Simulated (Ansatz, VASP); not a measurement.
B4MoRu in VASP and in Ansatz

File INCAR:

```
SYSTEM = B4MoRu
PREC = Accurate ; ENCUT = 520
EDIFF = 1E-7 ; ISMEAR = 0
SIGMA = 0.1 ; LREAL = .FALSE.
LASPH = .TRUE. ; NELM = 60
ALGO = Normal ; ISIF = 2
LWAVE = .FALSE. ; LCHARG = .FALSE.
GGA = PE ; NBANDS = 29
```

Contents of KPOINTS:

```
Automatic mesh
0
G
  4 4 4
  0 0 0
```

Contents of POSCAR:

```
B4MoRu
1.0
    0.0000000000      3.2427926400      3.2427926400
    3.2427926400      0.0000000000      3.2427926400
    3.2427926400      3.2427926400      0.0000000000
B Mo Ru
4 1 1
Direct
    0.0842750700      0.0842750700      0.0842750700
    0.0842750700      0.0842750700      0.7471747900
    0.0842750700      0.7471747900      0.0842750700
    0.7471747900      0.0842750700      0.0842750700
    0.2500000000      0.2500000000      0.2500000000
    0.5000000000      0.5000000000      0.5000000000
```

Input for Ansatz:

```yaml
crystal:
  lattice:
    - [0.0, 3.24279264, 3.24279264]
    - [3.24279264, 0.0, 3.24279264]
    - [3.24279264, 3.24279264, 0.0]
  atoms:
    - { symbol: B, position: [0.08427507, 0.08427507, 0.08427507] }
    - { symbol: B, position: [0.08427507, 0.08427507, 0.74717479] }
    - { symbol: B, position: [0.08427507, 0.74717479, 0.08427507] }
    - { symbol: B, position: [0.74717479, 0.08427507, 0.08427507] }
    - { symbol: Mo, position: [0.25, 0.25, 0.25] }
    - { symbol: Ru, position: [0.5, 0.5, 0.5] }
basis:
  ecutwfc: 420
kpoints:
  mp_grid: { grid: [4, 4, 4] }
hamiltonian:
  xc: pbe
scf:
  occupations: { method: gaussian, width: 0.1 }
  lower_state_search: "off"
output:
  forces: true
  stress: true
  eigenvalues: true
```

Alike in both runs: task single point; functional PBE; k mesh 4 × 4 × 4; occupations gaussian, width 0.1 eV; no spin polarisation.

|  | VASP | Ansatz |
| --- | --- | --- |
| version | VASP 6.6.1 | Ansatz 0.2.0 |
| potentials or method | VASP PAW PBE potentials, release 64 (B, Mo_sv, Ru_pv), cutoff 520 eV | scalar-relativistic, plane waves, PAW |
| valence electrons in the cell | 40 | 42 |

VASP gave:

```
gap on the k mesh at the Fermi level (eV) : none
rms of the force components (eV/Å)        : 0.935
```

Estimate Ansatz's values.

gap on the k mesh at the Fermi level (eV): none; rms of the force components (eV/Å): 0.917.

Atom by atom the forces differ by 0.017 eV/Å (rms over components). A gap of «none» marks a metal or a gap that the smearing closes. The functional is the same, so the differences come from potentials, cutoffs and numerics. VASP's potentials hold 40 valence electrons a cell and Ansatz's 42, so a difference there can come from the potentials and not from the codes.

The k mesh is coarse, so the values compare programs but aren't converged.
